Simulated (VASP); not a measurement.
Write the native input for VASP 6.6.1 that does the following.

* Task: single point
* Functional: PBE
* Dispersion: D3(BJ)
* Potentials or basis: VASP PAW PBE potentials, release 64 (F)
* Cutoff: 520 eV
* k mesh: 8 × 8 × 4
* Occupations: gaussian, width 0.05 eV
* Spin: no spin polarisation
* Dipole correction: no
* Further INCAR settings: ALGO = Normal; EDIFF = 1e-07; NBANDS = 22

The structure of F lies in POSCAR:

```
F
1.0
    2.8613483419     -1.8186582592      0.3019664865
    2.8613483419      1.8186582592      0.3019664865
   -0.8488055624      0.0000000000      6.8503318418
F
4
Direct
    0.9138648456      0.5855481450      0.0939279973
    0.4144518550      0.0861351544      0.4060720027
    0.0861351544      0.4144518550      0.9060720027
    0.5855481450      0.9138648456      0.5939279973
```

The input as run:

INCAR

```
SYSTEM = F
PREC     = Accurate       ! precision mode
ENCUT    = 520            ! plane-wave cutoff, eV
EDIFF    = 1E-7           ! SCF threshold, eV
ISMEAR   = 0              ! smearing method
SIGMA    = 0.05           ! smearing width, eV
LREAL    = .False.        ! projectors in reciprocal space
LASPH    = .True.         ! aspherical terms in the spheres
NELM     = 80             ! most SCF steps
ALGO     = Normal         ! electronic algorithm
ISIF     = 2              ! what is computed and relaxed
LWAVE    = .False.        ! write WAVECAR
LCHARG   = .False.        ! write CHGCAR
GGA      = PE             ! functional
IVDW     = 12             ! dispersion correction
NBANDS   = 22             ! bands
```

KPOINTS

```
regular mesh
0
Gamma
  8 8 4
  0 0 0
```

Potentials or basis: VASP PAW PBE potentials, release 64 (F).

Command:

```bash
$ cat potpaw_PBE.64/F/POTCAR > POTCAR
$ mpirun -np 1 vasp_std > vasp.out
```

Results of the run:

* Pressure: -1.4 GPa
* Largest force: 0.359 eV/Å
* Band gap on the k mesh: 2.74 eV
* Dispersion energy per atom: -0.025 eV

It took 40 s on 1 thread of AMD EPYC 9R45 96-Core Processor (Zen 5), on a shared host, peak memory 0.21 GiB.
